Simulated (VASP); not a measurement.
## BeTe3: single point with PBE

Crystal: BeTe3.

```
Be Te
1.0
     4.69921    0.00000    0.00000
     0.00000    4.69921    0.00000
     0.00000    0.00000    4.69921
Be Te
1 3
Cartesian
  0.0000 0.0000 0.0000
  2.3496 0.0000 2.3496
  0.0000 2.3496 2.3496
  2.3496 2.3496 0.0000
```

| Quantity | Value |
| --- | --- |
| Program | VASP 6.6.1 |
| Task | single point |
| Functional | PBE |
| Potentials or basis | VASP PAW PBE potentials, release 64 (Be, Te) |
| Cutoff | 520 eV |
| k mesh | 4 × 4 × 4 |
| Occupations | gaussian, width 0.1 eV |
| Spin | no spin polarisation |
| Dipole correction | no |
| Further INCAR settings | ALGO = Normal; EDIFF = 1e-06; NBANDS = 18 |

The pressure is -1.6 GPa. The band gap on the k mesh is zero (band 10 reaches 8.96 eV, above the bottom of band 11 at 6.61 eV).

Levels at points of the mesh, in eV from the Fermi level:
| k point | band 6 | band 7 | band 8 | band 9 | band 10 | band 11 | band 12 | band 13 | band 14 | band 15 |
| --- | --- | --- | --- | --- | --- | --- | --- | --- | --- | --- |
| (0.00, 0.00, 0.00) | -5.25 | -2.00 | -0.78 | -0.78 | -0.78 | 0.68 | 0.68 | 0.68 | 4.49 | 4.49 |
| (0.50, 0.00, 0.00) | -3.80 | -2.84 | -2.84 | -2.14 | -2.02 | 0.73 | 0.73 | 1.63 | 1.66 | 3.14 |
| (0.50, 0.50, 0.00) | -2.64 | -2.58 | -2.58 | -2.30 | -2.30 | 0.23 | 0.97 | 1.64 | 1.95 | 4.00 |
| (0.50, 0.50, 0.50) | -5.63 | -5.63 | -2.71 | 1.81 | 1.81 | 2.10 | 2.10 | 2.10 | 4.67 | 4.67 |

It took 11 s on 1 thread of Intel(R) Xeon(R) Platinum 8488C (Sapphire Rapids), on a shared host, peak memory 0.21 GiB.

Caveat: spin-orbit coupling is left out, which moves the levels of the heavy elements.
